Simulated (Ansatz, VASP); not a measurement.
**NaCl in VASP and in Ansatz**

```xyz
2
Lattice="0.0000 3.0873 3.0873 3.0873 0.0000 3.0873 3.0873 3.0873 0.0000" Properties=species:S:1:pos:R:3 pbc="T T T"
Na    0.0000    0.0000    0.0000
Cl    1.5436    1.5436    1.5436
```

Alike in both runs: task single point; functional PBE-based screened hybrid with a share of 0.3 of exact exchange and HFSCREEN = 0.1; k mesh 4 × 4 × 4; no spin polarisation.

|  | VASP | Ansatz |
| --- | --- | --- |
| version | VASP 6.6.1 | Ansatz 0.2.0 |
| potentials or method | VASP PAW PBE potentials, release 64 (Na_pv, Cl) | plane waves |
| plane-wave cutoff (eV) | 520 | 420 |
| occupations | gaussian, width 0.01 eV | fixed |
| valence electrons in the cell | 14 | 16 |

|  | VASP | Ansatz | Ansatz less VASP |
| --- | --- | --- | --- |
| gap on the k mesh at the Fermi level (eV) | 6.94 | 6.94 | +0.002 |
| pressure (GPa) | 0.3 | 0.3 | 0.00 |

VASP's potentials were made for PBE, not for PBE-based screened hybrid. VASP's potentials hold 14 valence electrons a cell and Ansatz's 16, so a difference there can come from the potentials and not from the codes. Ansatz's warnings: stress exchange threshold loose, stress scf threshold loose.

The k mesh is coarse, so the values compare programs but aren't converged.
